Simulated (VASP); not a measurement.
Wanted: the native input for a VASP 6.6.1 run.

```
Task                   : single point
Functional             : LDA
Potentials or basis    : VASP PAW LDA potentials, release 64 (Al, N)
Cutoff                 : 520 eV
k mesh                 : 9 × 9 × 6
Occupations            : gaussian, width 0.05 eV
Spin                   : no spin polarisation
Dipole correction      : no
Further INCAR settings : ALGO = Normal; EDIFF = 1e-06; NBANDS = 16
```

The structure of AlN lies in POSCAR:

```
AlN
1.0
    3.0886152983      0.0000000000     -0.3088615298
   -1.5443076491      2.6748193108      0.1544307649
   -0.4943584266      0.0000000000      5.0093339367
Al N
2 2
Direct
    0.3445830942      0.6653697871      0.0052909330
    0.6792133071      0.3346302129      0.5052909330
    0.3264183994      0.6766332002      0.3797090670
    0.6497851992      0.3233667998      0.8797090670
```

This cell differs from its parent crystal: engineering shear strain xz -0.2000, normal strain along z +0.0133.

The input as run:

INCAR

```
SYSTEM = AlN
ALGO = Normal
EDIFF = 1E-6
ENCUT = 520
ISIF = 2
ISMEAR = 0
LASPH = .TRUE.
LCHARG = .TRUE.
LELF = .TRUE.
LREAL = .FALSE.
LVHAR = .TRUE.
LWAVE = .FALSE.
NBANDS = 16
NELM = 80
PREC = Accurate
SIGMA = 0.05
```

KPOINTS

```
k-points
0
G
  9 9 6
  0 0 0
```

Potentials or basis: VASP PAW LDA potentials, release 64 (Al, N).

Launch:

```bash
$ cat potpaw_LDA.64/Al/POTCAR potpaw_LDA.64/N/POTCAR > POTCAR
$ mpirun -np 1 vasp_std > vasp.out
```

It gave:

```json
{
 "Pressure": "-1.5 GPa",
 "Largest force": "0.021 eV/Å",
 "Band gap on the k mesh": "3.46 eV, direct"
}
```

Caveat: the cell differs from its parent crystal (engineering shear strain xz -0.2000, normal strain along z +0.0133).

Wall time 24 s on 1 thread of Intel(R) Xeon(R) 6975P-C (Granite Rapids), with other jobs on the host, peak memory 0.19 GiB.
